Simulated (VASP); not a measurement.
# CoSn2 (I4/mcm) in VASP: notebook

CoSn2 is run at these levels: PBEsol; tasks: single point.

All numbers are computed with VASP 6.6.1; they aren't measurements. Logs are shortened: lines on timing, memory, paths and dates and some standing lists are left out, and cuts for length are marked.

## 1. The cell of the first run

Symmetry: I4/mcm, No. 140, tetragonal system. Conventional cell: a = 6.280 Å, b = 6.280 Å, c = 5.398 Å, α = 90.00°, β = 90.00°, γ = 90.00°. Within 3.6 Å of Co (site symmetry 422) lie 2 Co at 2.70 Å and 8 Sn at 2.70 Å. Within 3.6 Å of Sn (site symmetry m2m) lie 4 Co at 2.70 Å and 11 Sn at 2.95 to 3.41 Å.

## 2. Single point, PBEsol

File INCAR:

```
SYSTEM = CoSn2
PREC = Accurate ; ENCUT = 520
EDIFF = 1E-6 ; ISMEAR = 0
SIGMA = 0.15 ; LREAL = .False.
LASPH = .True. ; NELM = 60
ALGO = Fast ; ISIF = 2
LWAVE = .False. ; LCHARG = .False.
GGA = PS ; NBANDS = 46
```

File KPOINTS:

```
regular mesh
0
Gamma
  8 8 8
  0 0 0
```

File POSCAR:

```
CoSn2
1.0
   -3.1397850674      3.1397850674      2.6987582830
    3.1397850674     -3.1397850674      2.6987582830
    3.1397850674      3.1397850674     -2.6987582830
Co Sn
2 4
Direct
    0.2500000000      0.2500000000      0.0000000000
    0.7500000000      0.7500000000      0.0000000000
    0.6663276314      0.1663276314      0.8326552628
    0.1663276314      0.3336723686      0.5000000000
    0.3336723686      0.8336723686      0.1673447372
    0.8336723686      0.6663276314      0.5000000000
```

Potentials or basis: VASP PAW PBE potentials, release 64 (Co, Sn_d).

Launch:

```sh
> cat potpaw_PBE.64/Co/POTCAR potpaw_PBE.64/Sn_d/POTCAR > POTCAR
> mpirun -np 1 vasp_std > vasp.out
```

OUTCAR:

```text
SYSTEM = CoSn2
   PREC = Accurate
   ENCUT = 520
   EDIFF = 1E-6
   ISMEAR = 0
   LREAL = .False.
   LASPH = .True.
   NELM = 60
   ISIF = 2
   GGA = PS

 ion  position               nearest neighbor table
   1  0.250  0.250  0.000-   2 2.70   2 2.70   6 2.70   3 2.70   4 2.70   5 2.70   4 2.70   6 2.70
                             3 2.70   5 2.70
   2  0.750  0.750  0.000-   1 2.70   1 2.70   5 2.70   3 2.70   5 2.70   6 2.70   6 2.70   3 2.70
                             4 2.70   4 2.70
   3  0.666  0.166  0.833-   1 2.70   2 2.70   1 2.70   2 2.70   5 2.95   5 3.08   5 3.08   4 3.31
                             6 3.31   6 3.31   4 3.31   6 3.41   4 3.41   4 3.41   6 3.41
   4  0.166  0.334  0.500-   2 2.70   1 2.70   1 2.70   2 2.70   6 2.95   6 3.08   6 3.08   5 3.31
                             5 3.31   3 3.31   3 3.31   3 3.41   3 3.41   5 3.41   5 3.41
   5  0.334  0.834  0.167-   1 2.70   2 2.70   1 2.70   2 2.70   3 2.95   3 3.08   3 3.08   4 3.31
                             6 3.31   6 3.31   4 3.31   4 3.41   6 3.41   4 3.41   6 3.41
   6  0.834  0.666  0.500-   1 2.70   2 2.70   2 2.70   1 2.70   4 2.95   4 3.08   4 3.08   3 3.31
                             5 3.31   5 3.31   3 3.31   3 3.41   3 3.41   5 3.41   5 3.41

  LATTYP: Found a body centered tetragonal cell.
 ALAT       =     6.2795701348
 C/A-ratio  =     0.8595359953

  Lattice vectors:

 A1 = (  -3.1397850674,   3.1397850674,   2.6987582830)
 A2 = (   3.1397850674,  -3.1397850674,   2.6987582830)
 A3 = (   3.1397850674,   3.1397850674,  -2.6987582830)

Analysis of symmetry for initial positions (statically):
=====================================================================
 Subroutine PRICEL returns:
 Original cell was already a primitive cell.

 Routine SETGRP: Setting up the symmetry group for a
 body centered tetragonal supercell.

 Subroutine GETGRP returns: Found 16 space group operations
 (whereof  8 operations were pure point group operations)
 out of a pool of 16 trial point group operations.

The static configuration has the point symmetry C_4h.
 The point group associated with its full space group is D_4h.

Analysis of symmetry for dynamics (positions and initial velocities):
=====================================================================
 Subroutine PRICEL returns:
 Original cell was already a primitive cell.

 Routine SETGRP: Setting up the symmetry group for a
 body centered tetragonal supercell.

 Subroutine GETGRP returns: Found 16 space group operations
 (whereof  8 operations were pure point group operations)
 out of a pool of 16 trial point group operations.

The dynamic configuration has the point symmetry C_4h.
 The point group associated with its full space group is D_4h.

 Subroutine INISYM returns: Found 16 space group operations
 (whereof  8 operations are pure point group operations),
 and found     1 'primitive' translations

----------------------------------------------------------------------------------------

                                     Primitive cell

  volume of cell :     106.4201

  direct lattice vectors                    reciprocal lattice vectors
    -3.139785067  3.139785067  2.698758283     0.000000000  0.159246569  0.185270390
     3.139785067 -3.139785067  2.698758283     0.159246569  0.000000000  0.185270390
     3.139785067  3.139785067 -2.698758283     0.159246569  0.159246569  0.000000000

  length of vectors
     5.196132871  5.196132871  5.196132871     0.244304292  0.244304292  0.225208658

  position of ions in fractional coordinates (direct lattice)
     0.250000000  0.250000000  0.000000000
     0.750000000  0.750000000  0.000000000
     0.666327631  0.166327631  0.832655263
     0.166327631  0.333672369  0.500000000
     0.333672369  0.833672369  0.167344737
     0.833672369  0.666327631  0.500000000

  ion indices of the primitive-cell ions
   primitive index   ion index
                 1           1
                 2           2
                 3           3
                 4           4
                 5           5
                 6           6

----------------------------------------------------------------------------------------

 KPOINTS: regular mesh

Automatic generation of k-mesh.
 Grid dimensions read from file:
 generate k-points for:    8    8    8

 Generating k-lattice:

  Cartesian coordinates                     Fractional coordinates (reciprocal lattice)
     0.000000000  0.019905821  0.023158799     0.125000000  0.000000000  0.000000000
     0.019905821  0.000000000  0.023158799     0.000000000  0.125000000  0.000000000
     0.019905821  0.019905821  0.000000000     0.000000000  0.000000000  0.125000000

  Length of vectors
     0.030538037  0.030538037  0.028151082

  Shift w.r.t. Gamma in fractional coordinates (k-lattice)
     0.000000000  0.000000000  0.000000000

 Subroutine IBZKPT returns following result:
 ===========================================

 Found     59 irreducible k-points:

 Following reciprocal coordinates:
            Coordinates               Weight
  0.000000  0.000000  0.000000      1.000000
  0.125000  0.000000  0.000000      8.000000
  0.250000  0.000000  0.000000      8.000000
  0.375000 -0.000000  0.000000      8.000000
  0.500000  0.000000  0.000000      4.000000
  0.125000  0.125000  0.000000      8.000000
[... 16 lines left out ...]
  0.250000  0.125000  0.125000     16.000000
  0.375000  0.125000  0.125000      8.000000
 [... further k-points ...]
   k-points           NKPTS =     59   k-points in BZ     NKDIM =     59   number of bands    NBANDS=     46
   number of dos      NEDOS =    301   number of ions     NIONS =      6
   total plane-waves  NPLWV =  64000
   dimension x,y,z NGX =    40 NGY =   40 NGZ =   40
   dimension x,y,z NGXF=    80 NGYF=   80 NGZF=   80
   ions per type =               2   4
   NGX,Y,Z   is equivalent  to a cutoff of  12.80, 12.80, 12.80 a.u.
   NGXF,Y,Z  is equivalent  to a cutoff of  25.60, 25.60, 25.60 a.u.
 SYSTEM =  CoSn2
   PREC   = accura    normal or accurate (medium, high low for compatibility)
   ISTART =      0    job   : 0-new  1-cont  2-samecut
   ICHARG =      2    charge: 1-file 2-atom 10-const
   ISPIN  =      1    spin polarized calculation?
   LNONCOLLINEAR =      F non collinear calculations
   LSORBIT =      F    spin-orbit coupling
   LASPH  =      T    aspherical Exc in radial PAW
   ENCUT  =  520.0 eV  38.22 Ry    6.18 a.u.   9.66  9.66  9.66*2*pi/ulx,y,z
   NELM   =     60;   NELMIN=  2; NELMDL= -5     # of ELM steps
   EDIFF  = 0.1E-05   stopping-criterion for ELM
   LREAL  =      F    real-space projection
   EDIFFG = 0.1E-04   stopping-criterion for IOM
   NSW    =      0    number of steps for IOM
   IBRION =     -1    ionic relax: 0-MD 1-quasi-New 2-CG
   NFREE  =      0    steps in history (QN), initial steepest desc. (CG)
   ISIF   =      2    stress and relaxation
   ISYM   =      2    0-nonsym 1-usesym 2-fastsym
   POTIM  = 0.5000    time-step for ionic-motion
   TEBEG  =    0.0;   TEEND  =   0.0 temperature during run
   PSTRESS=    0.0 pullay stress
   NELECT =      74.0000    total number of electrons
   NUPDOWN=      -1.0000    fix difference up-down
   EMIN   =  10.00;   EMAX   =-10.00  energy-range for DOS
   EFERMI =   0.00;   METHOD = LEGACY
   ISMEAR =     0;   SIGMA  =   0.15  broadening in eV -4-tet -1-fermi 0-gaus
   EFERMI_NEDOS =   21; number of points for ismear=-14 and -15
   IALGO  =     68    algorithm
   IMIX   =      4    mixing-type and parameters
     AMIX     =   0.40;   BMIX     =  1.00
     AMIX_MAG =   1.60;   BMIX_MAG =  1.00
  volume/ion in A,a.u.               =      17.74       119.69
  Fermi-wavevector in a.u.,A,eV,Ry     =   1.450366  2.740793 28.620673  2.103560
  Thomas-Fermi vector in A             =   2.567986
   LORBIT       =      0    0 simple, 1 ext, 2 COOP (PROOUT), +10 PAW based schemes
   GGA     = PS    functional components
   LHFCALC =     F    Hartree Fock is set to
   AEXX    =    0.0000 exact exchange contribution
   IVDW    =     0    specifies the selected vdW correction
   LEPSILON=     F    determine dielectric tensor
   LRPA    =     F    only Hartree local field effects (RPA)
 non-spin polarized calculation
 RMM-DIIS sequential band-by-band and
 Gauss-broadening in eV      SIGMA  =   0.15
  energy-cutoff  :      520.00
  volume of cell :      106.42
 maximum number of plane-waves:      2894
   NGX = 19   NGY = 19   NGZ = 19

 number of electron      73.9999994 magnetization

 Free energy of the ion-electron system (eV)
  ---------------------------------------------------
  ext. energy  EPLUGINS =         0.00000000
  ---------------------------------------------------
  free energy    TOTEN  =       -33.30825190 eV

  energy without entropy =      -33.27278932  energy(sigma->0) =      -33.29052061

 E-fermi :  10.8743     XC(G=0): -12.1040

 val. band max:       10.8520347263   @ k =   0.2500   0.0000   0.0000
 cond. band min:      10.8820170025   @ k =  -0.2500  -0.2500   0.1250
 fundamental gap:      0.0299822762
 Fermi energy:        10.8743131524

 k-point     1 :       0.0000    0.0000    0.0000
  band No.  band energies     occupation
      1     -10.6312      2.00000
      2     -10.6007      2.00000
      3     -10.5777      2.00000
      4     -10.5748      2.00000
      5     -10.5744      2.00000
      6     -10.5744      2.00000
[... 38 lines left out ...]
     45      15.8507      0.00000
     46      16.3389      0.00000

 k-point     2 :       0.1250    0.0000    0.0000
  band No.  band energies     occupation
      1     -10.6382      2.00000
      2     -10.6167      2.00000
      3     -10.6025      2.00000
      4     -10.5887      2.00000
      5     -10.5877      2.00000
      6     -10.5503      2.00000
[... 38 lines left out ...]
     45      15.9844      0.00000
     46      16.5871      0.00000

 k-point     3 :       0.2500    0.0000    0.0000
  band No.  band energies     occupation
      1     -10.6560      2.00000
      2     -10.6535      2.00000
      3     -10.6299      2.00000
      4     -10.5903      2.00000
      5     -10.5575      2.00000
      6     -10.5485      2.00000
[... 1018 lines left out ...]
     45      15.3457      0.00000
     46      16.0985      0.00000

 k-point    24 :       0.3750    0.1250    0.1250
  band No.  band energies     occupation
      1     -10.6754      2.00000
      2     -10.6754      2.00000
      3     -10.6198      2.00000
      4     -10.6198      2.00000
      5     -10.5554      2.00000
      6     -10.5554      2.00000
[... 38 lines left out ...]
     45      15.1618      0.00000
     46      15.1618      0.00000

 [... further k-points ...]
[... 5 lines left out ...]
  --------------------------------------------------------------------------------------
  -------------------------------------------------------------------------------------
  Total       -0.0435933     -0.0435933      0.0453587      0.0000000     -0.0000000      0.0000000
  in kB       -0.6563057     -0.6563057      0.6828845      0.0000000     -0.0000000      0.0000000
  external PRESSURE =      -0.2099090 kB  Pullay stress =       0.0000000 kB

 VOLUME and BASIS-vectors are now :
 -----------------------------------------------------------------------------
  energy-cutoff  :      520.00
  volume of cell :      106.42
      direct lattice vectors                 reciprocal lattice vectors
    -3.139785067  3.139785067  2.698758283     0.000000000  0.159246569  0.185270390
     3.139785067 -3.139785067  2.698758283     0.159246569  0.000000000  0.185270390
     3.139785067  3.139785067 -2.698758283     0.159246569  0.159246569  0.000000000

 POSITION                                       TOTAL-FORCE (eV/Angst)
 -----------------------------------------------------------------------------------
      0.00000      0.00000      1.34938         0.000000     -0.000000     -0.000000
      0.00000      0.00000      4.04814         0.000000     -0.000000     -0.000000
      1.04447      4.18425      0.00000         0.002071      0.002071     -0.000000
      2.09532      1.04447      0.00000        -0.002071      0.002071     -0.000000
      2.09532     -1.04447      2.69876        -0.002071     -0.002071      0.000000
      1.04447      2.09532      2.69876         0.002071     -0.002071     -0.000000
 -----------------------------------------------------------------------------------
    total drift:                               -0.000000     -0.000000      0.000000

  FREE ENERGIE OF THE ION-ELECTRON SYSTEM (eV)
  ---------------------------------------------------
  free  energy   TOTEN  =       -33.3082519022 eV

  energy  without entropy=      -33.2727893236  energy(sigma->0) =      -33.29052061
```

Wall time 5.5 min (1 thread of Intel Xeon Platinum 8259CL at 2.50GHz (Skylake/Cascade Lake), shared host); peak memory 0.39 GiB.

Results:

* Free energy: -33.3083 eV
* Pressure: 0.0 GPa
* Band gap on the k mesh: zero (bands 37 and 38 overlap by 1.65 eV)

Forces in eV/Å, atoms in the order of the input:
```
Co   0.000  0.000  0.000
Co   0.000  0.000  0.000
Sn   0.002  0.002  0.000
Sn  -0.002  0.002  0.000
Sn  -0.002 -0.002  0.000
Sn   0.002 -0.002  0.000
```

Levels at points of the mesh, in eV from the Fermi level:
| k point | band 34 | band 35 | band 36 | band 37 | band 38 | band 39 | band 40 | band 41 |
| --- | --- | --- | --- | --- | --- | --- | --- | --- |
| (0.00, 0.00, 0.00) | -1.34 | -1.15 | -1.07 | -0.59 | -0.59 | 0.42 | 0.50 | 0.50 |
| (0.50, 0.00, 0.00) | -1.03 | -0.72 | -0.72 | 0.22 | 0.22 | 1.98 | 1.98 | 3.31 |
| (0.50, 0.50, 0.00) | -1.13 | -1.08 | -0.71 | -0.59 | 0.74 | 0.85 | 1.43 | 2.95 |
| (0.50, 0.50, 0.50) | -0.70 | -0.70 | 0.26 | 0.27 | 1.66 | 2.68 | 2.71 | 2.71 |

Caveat: the PAW data sets were made with another functional, which shifts forces and pressure a little; spin-orbit coupling is left out, which moves the levels of the heavy elements; the run has no spin polarisation, though such a crystal can be magnetic. Spin polarisation is off, so any magnetic state and its effect on volume and gap are missing.

[end of part 1 of 2]
